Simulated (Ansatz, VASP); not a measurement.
# Two plane-wave programs on C

```
CELL_PARAMETERS angstrom
2.51996 0.00000 0.00000
-1.25998 2.18235 0.00000
0.00000 0.00000 10.36619
ATOMIC_POSITIONS crystal
C 0.33333 0.66667 0.12435
C 0.33333 0.66667 0.52522
C 0.66667 0.33333 0.72659
C 0.00000 0.00000 0.92542
C 0.66667 0.33333 0.32352
C 0.33333 0.66667 0.67648
C 0.00000 0.00000 0.07458
C 0.66667 0.33333 0.87565
C 0.33333 0.66667 0.27341
C 0.66667 0.33333 0.47478
```

Alike in both runs: functional PBE; k mesh 6 × 6 × 2; occupations gaussian, width 0.1 eV; no spin polarisation.

Ansatz relaxed the structure, and its values are those at the end. VASP's run is a single point on that final structure, the one shown.

```csv
,VASP,Ansatz
version,VASP 6.6.1,Ansatz 0.2.0
potentials or method,"VASP PAW PBE potentials, release 64 (C), cutoff 600 eV","scalar-relativistic, plane waves, PAW"
valence electrons in the cell,40,40
```

```tsv
	VASP	Ansatz	Ansatz less VASP
gap on the k mesh at the Fermi level (eV)	4.36	4.37	+0.006
least direct gap on the mesh (eV)	5.30	5.31	+0.006
pressure (GPa)	0.0	0.0	0.00
```

With one functional, cell and mesh, what is left measures potentials, basis and numerics.

The k mesh is coarse, so the values compare programs but aren't converged.
